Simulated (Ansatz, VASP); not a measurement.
## Two plane-wave programs on Al3GaIr

```
Al Ga Ir
1.0
     4.16122    0.00000    0.00000
    -2.08061    3.60372    0.00000
     0.00000    0.00000    6.56642
Al Ga Ir
3 1 1
Direct
  0.00000 0.00000 0.00449
  0.33333 0.66667 0.36494
  0.66667 0.33333 0.62586
  0.66667 0.33333 0.22507
  0.33333 0.66667 0.77965
```

Change from the starting cell: species swapped into the Mg3BiSb type (P3m1, No. 156).

Alike in both runs: task relaxation of cell and atoms; functional PBE; k mesh 6 × 6 × 4; occupations gaussian, width 0.1 eV; no spin polarisation.

|  | VASP | Ansatz |
| --- | --- | --- |
| version | VASP 6.6.1 | Ansatz 0.2.0 |
| potentials or method | VASP PAW PBE potentials, release 64 (Al, Ga_d, Ir), cutoff 600 eV | scalar-relativistic, plane waves, PAW |
| valence electrons in the cell | 31 | 39 |

|  | VASP | Ansatz | Ansatz less VASP |
| --- | --- | --- | --- |
| gap on the k mesh at the Fermi level, each at its own relaxed structure (eV) | none | none | - |
| relaxed volume (Å³/atom) | 16.69 | 16.73 | +0.041 |
| relaxed cell length with the largest relative difference (Å) | 4.326 | 4.336 | +0.0102 |

A gap of «none» marks a metal or a gap that the smearing closes. VASP's potentials hold 31 valence electrons a cell and Ansatz's 39, so a difference there can come from the potentials and not from the codes.

Neither program's run includes spin-orbit coupling. Noted on VASP's run: the volume moved by over 15 % at a fixed basis, so the end points are rough.
